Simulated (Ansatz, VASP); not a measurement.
Ag: VASP beside Ansatz

The input INCAR:

```
SYSTEM = Ag
ALGO     = Fast           ! electronic algorithm
EDIFF    = 1E-6           ! SCF threshold, eV
ENCUT    = 520            ! plane-wave cutoff, eV
GGA      = PS             ! functional
ISIF     = 2              ! what is computed and relaxed
ISMEAR   = 0              ! smearing method
LASPH    = .TRUE.         ! aspherical terms in the spheres
LCHARG   = .FALSE.        ! write CHGCAR
LREAL    = .FALSE.        ! projectors in reciprocal space
LWAVE    = .FALSE.        ! write WAVECAR
NBANDS   = 12             ! bands
NELM     = 100            ! most SCF steps
PREC     = Accurate       ! precision mode
SIGMA    = 0.15           ! smearing width, eV
```

The input KPOINTS:

```
k-points
0
G
  22 22 22
  0 0 0
```

Contents of POSCAR:

```
Ag
1.0
   -1.0635547630      1.7109359231      1.7109359231
    1.7109359231     -1.0635547630      1.7109359231
    1.7109359231      1.7109359231     -1.0635547630
Ag
1
Direct
    0.0000000000      0.0000000000      0.0000000000
```

Input for Ansatz:

```yaml
crystal:
  lattice:
    - [-1.063554763, 1.7109359231, 1.7109359231]
    - [1.7109359231, -1.063554763, 1.7109359231]
    - [1.7109359231, 1.7109359231, -1.063554763]
  atoms:
    - { symbol: Ag, position: [0.0, 0.0, 0.0] }
basis:
  ecutwfc: 420
kpoints:
  mp_grid: { grid: [22, 22, 22] }
hamiltonian:
  xc: pbesol
scf:
  occupations: { method: gaussian, width: 0.15 }
output:
  forces: true
  stress: true
  eigenvalues: true
```

Alike in both runs: task single point; functional PBEsol; k mesh 22 × 22 × 22; occupations gaussian, width 0.15 eV; no spin polarisation.

```csv
,VASP,Ansatz
version,VASP 6.6.1,Ansatz 0.2.0
potentials or method,"VASP PAW PBE potentials, release 64 (Ag), cutoff 520 eV","scalar-relativistic, plane waves, PAW"
valence electrons in the cell,11,19
```

```csv
,VASP,Ansatz,Ansatz less VASP
gap on the k mesh at the Fermi level (eV),none,none,-
pressure (GPa),5.0,5.2,+0.13
"traceless stress, the component that is largest in VASP (GPa)",-2.06,-2.08,-0.021
```

VASP's potentials were made for PBE, not for PBEsol. A gap of «none» marks a metal or a gap that the smearing closes. The functional is the same, so the differences come from potentials, cutoffs and numerics. VASP's potentials hold 11 valence electrons a cell and Ansatz's 19, so a difference there can come from the potentials and not from the codes.
